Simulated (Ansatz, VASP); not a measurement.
# GaFeC4N4: VASP beside Ansatz

```
CELL_PARAMETERS angstrom
5.83210 0.00000 0.00000
0.00000 5.83210 0.00000
0.00000 0.00000 5.83210
ATOMIC_POSITIONS crystal
Ga 0.00000 0.00000 0.00000
Fe 0.50000 0.50000 0.50000
C 0.19460 0.19460 0.19460
C 0.19460 0.80540 0.80540
C 0.80540 0.19460 0.80540
C 0.80540 0.80540 0.19460
N 0.31028 0.31028 0.31028
N 0.31028 0.68972 0.68972
N 0.68972 0.31028 0.68972
N 0.68972 0.68972 0.31028
```

Alike in both runs: functional PBE; k mesh 4 × 4 × 4; occupations gaussian, width 0.1 eV; collinear spin.

Ansatz relaxed the structure, and its values are those at the end. VASP's run is a single point on that final structure, the one shown.

|  | VASP | Ansatz |
| --- | --- | --- |
| version | VASP 6.6.1 | Ansatz 0.2.0 |
| potentials or method | VASP PAW PBE potentials, release 64 (Ga_d, Fe_sv, C, N), cutoff 700 eV | scalar-relativistic, plane waves, PAW |
| valence electrons in the cell | 65 | 65 |

```tsv
	VASP	Ansatz	Ansatz less VASP
gap on the k mesh at the Fermi level (eV)	0.59	0.59	-0.003
least direct gap on the mesh (eV)	0.82	0.81	-0.001
pressure (GPa)	0.3	0.3	-0.05
rms of the force components (eV/Å)	0.207	0.019	-0.1874
net moment per atom (μB)	0.30	0.30	0.000
size of the moment on the site where the two differ most (μB)	2.45	2.31	-0.142
```

Site moments also hang on the region over which each program counts them. One of these differences is far larger than is usual between the two programs; its cause wasn't traced.

Noted on VASP's run: the standard files for N, O and F lose accuracy on very short bonds.
